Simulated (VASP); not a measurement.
Wanted: the native input for a VASP 6.6.1 run.

```
Task                   : single point
Functional             : LDA
Potentials or basis    : VASP PAW LDA potentials, release 64 (Zn, Ag)
Cutoff                 : 520 eV
k mesh                 : 9 × 9 × 3
Occupations            : fermi-dirac, width 0.1 eV
Spin                   : no spin polarisation
Dipole correction      : no
Further INCAR settings : ALGO = Normal; EDIFF = 1e-06; NBANDS = 32
```

The structure of Zn3Ag lies in POSCAR:

```
Zn3Ag
1.0
    2.8279019746      0.0000000000      0.0000000000
   -1.4139460209      2.4490319846      0.0000000000
    0.0000000000      0.0000000000      8.5009692760
Zn Ag
3 1
Direct
    0.6666666667      0.3333333333      0.5000000000
    0.3333333333      0.6666666667      0.2568000000
    0.3333333333      0.6666666667      0.7432000000
    0.6666666667      0.3333333333      0.0000000000
```

The input as run:

INCAR

```
PREC = Accurate
ENCUT = 520
EDIFF = 1E-6
ISMEAR = -1
SIGMA = 0.1
LREAL = F
LASPH = T
NELM = 80
ALGO = Normal
ISIF = 2
LWAVE = F
LCHARG = T
GGA = CA
LELF = T
LVHAR = T
NBANDS = 32
```

KPOINTS

```
regular mesh
0
Gamma
  9 9 3
```

Potentials or basis: VASP PAW LDA potentials, release 64 (Zn, Ag).

Launch:

```bash
$ cat potpaw_LDA.64/Zn/POTCAR potpaw_LDA.64/Ag/POTCAR > POTCAR
$ mpirun -np 1 vasp_std > vasp.out
```

Results of the run:

The pressure is -3.9 GPa. The largest force is 0.003 eV/Å.

Run time: 31 s on 1 thread of Intel(R) Xeon(R) Platinum 8259CL CPU @ 2.50GHz (Skylake/Cascade Lake), with other jobs on the host, peak memory 0.17 GiB.
